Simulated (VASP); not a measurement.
Crystal: CuO.

```xyz
4
Lattice="3.2880 0.0000 0.0000 -1.6440 2.8475 0.0000 0.0000 0.0000 5.3850" Properties=species:S:1:pos:R:3 pbc="T T T"
Cu    1.6440    0.9492    0.0000
Cu    0.0000    1.8983    2.6925
O     1.6440    0.9492    3.3667
O     0.0000    1.8983    0.6742
```

Base run:

```yaml
Program: VASP 6.6.1
Functional: PBE
Potentials_or_basis: VASP PAW PBE potentials, release 64 (Cu, O)
Cutoff: 520 eV
k_mesh: 9 × 9 × 5
Occupations: fermi-dirac, width 0.05 eV
Spin: no spin polarisation
Hubbard_terms: Cu d U = 4.0 eV
```

Its results: band gap on the k mesh zero (bands 17 and 18 overlap by 1.40 eV); pressure -9.8 GPa; largest force 0.042 eV/Å.

Question: After a change of settings the same cell gave: band gap on the k mesh zero (bands 17 and 18 overlap by 1.32 eV); pressure -8.8 GPa; largest force 0.076 eV/Å. Which change was it?
A. k mesh from 9 × 9 × 5 to 3 × 3 × 2; hubbard terms from Cu d U = 4.0 eV to none
B. hubbard terms from Cu d U = 4.0 eV to Cu d U = 5.0 eV
C. hubbard terms from Cu d U = 4.0 eV to Cu d U = 6.0 eV; further incar settings from ALGO = Normal; EDIFF = 1e-06; NBANDS = 25 to ALGO = Normal; EDIFF = 1e-07; NBANDS = 25

Answer: A.

Caveats: some runs use coarse meshes; the cell stands under tension (at least some runs); U without spin polarisation on a metal has little footing (at least some runs); semilocal functionals often make such compounds metallic where correlation or magnetic order opens a gap, which also shifts bond lengths (at least some runs).
